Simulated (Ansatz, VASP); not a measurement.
# NiO: VASP beside Ansatz

Contents of INCAR:

```
SYSTEM = NiO
PREC     = Accurate       ! precision mode
ENCUT    = 700            ! plane-wave cutoff, eV
EDIFF    = 1E-6           ! SCF threshold, eV
ISMEAR   = -1             ! smearing method
SIGMA    = 0.05           ! smearing width, eV
LREAL    = .FALSE.        ! projectors in reciprocal space
LASPH    = .TRUE.         ! aspherical terms in the spheres
NELM     = 200            ! most SCF steps
ALGO     = Normal         ! electronic algorithm
ISIF     = 2              ! what is computed and relaxed
LWAVE    = .FALSE.        ! write WAVECAR
LCHARG   = .FALSE.        ! write CHGCAR
ISPIN    = 2              ! spin polarisation
MAGMOM   = 2 0            ! initial moments
LORBIT   = 11             ! projections on sites
NUPDOWN  = 2.0            ! fixed moment
LMAXMIX  = 4              ! l up to which the mixer works
GGA      = PE             ! functional
NBANDS   = 23             ! bands
GGA_COMPAT= .FALSE.
```

KPOINTS

```
regular mesh
0
G
  9 9 9
  0 0 0
```

File POSCAR:

```
NiO
1.0
    0.0000000000      2.0913095100      2.0913095100
    2.0913095100      0.0000000000      2.0913095100
    2.0913095100      2.0913095100      0.0000000000
Ni O
1 1
Direct
    0.0000000000      0.0000000000      0.0000000000
    0.5000000000      0.5000000000      0.5000000000
```

File input.yaml:

```yaml
crystal:
  lattice:
    - [0.0, 2.09130951, 2.09130951]
    - [2.09130951, 0.0, 2.09130951]
    - [2.09130951, 2.09130951, 0.0]
  atoms:
    - { symbol: Ni, position: [0.0, 0.0, 0.0], spin: 2.0 }
    - { symbol: O, position: [0.5, 0.5, 0.5] }
hamiltonian:
  xc: pbe
  pseudopotentials: { kind: paw }
magnetization:
  spin_polarized: true
  initial_magnetization: 2.0
  spin_locking: { lock_magnetization: hard }
kpoints:
  mp_grid: { grid: [9, 9, 9] }
scf:
  occupations: { method: fermi_dirac, width: 0.05 }
  lower_state_search: "off"
output:
  forces: true
  stress: true
  eigenvalues: true
  write_density: true
  write_potential: true
  elf: true
  volumetric_format: npy
```

Alike in both runs: task single point; functional PBE; k mesh 9 × 9 × 9; occupations fermi-dirac, width 0.05 eV; collinear spin; fixed moment 2 μB.

|  | VASP | Ansatz |
| --- | --- | --- |
| version | VASP 6.6.1 | Ansatz 0.2.0 |
| potentials or method | VASP PAW PBE potentials, release 64 (Ni_sv_GW, O) | Ansatz PAW |
| plane-wave cutoff (eV) | 700 | 420 |
| valence electrons in the cell | 24 | 24 |

```tsv
	VASP	Ansatz	Ansatz less VASP
pressure (GPa)	6.4	7.2	+0.78
net moment per atom (μB)	1.00	1.00	0.000
size of the moment on the site where the two differ most (μB)	1.62	1.58	-0.036
```

Site moments also hang on the region over which each program counts them. The functional is the same, so the differences come from potentials, cutoffs and numerics.
